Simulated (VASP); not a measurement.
Here is a VASP 6.6.1 calculation.

Contents of INCAR:

```
SYSTEM = Zn
PREC     = Accurate       ! precision mode
ENCUT    = 520            ! plane-wave cutoff, eV
EDIFF    = 1E-7           ! SCF threshold, eV
ISMEAR   = -1             ! smearing method
SIGMA    = 0.05           ! smearing width, eV
LREAL    = .False.        ! projectors in reciprocal space
LASPH    = .True.         ! aspherical terms in the spheres
NELM     = 60             ! most SCF steps
ALGO     = Normal         ! electronic algorithm
ISIF     = 2              ! what is computed and relaxed
LWAVE    = .False.        ! write WAVECAR
LCHARG   = .False.        ! write CHGCAR
GGA      = PE             ! functional
NBANDS   = 19             ! bands
```

KPOINTS

```
regular mesh
0
Gamma
  7 7 7
  0 0 0
```

File POSCAR:

```
Zn
1.0
    0.0000000000      2.7100000000      2.7100000000
    2.7100000000      0.0000000000      2.7100000000
    2.7100000000      2.7100000000      0.0000000000
Zn
2
Direct
    0.0000000000      0.0000000000      0.0000000000
    0.2500000000      0.2500000000      0.2500000000
```

Potentials or basis: VASP PAW PBE potentials, release 64 (Zn).

Command:

```sh
$ cat potpaw_PBE.64/Zn/POTCAR > POTCAR
$ mpirun -np 1 vasp_std > vasp.out
```

(1) Predict the band gap on the k mesh.

(2) Estimate the pressure.

Results:

(1) zero (band 12 reaches 7.47 eV, above the bottom of band 13 at 0.36 eV).

(2) 10.3 GPa.
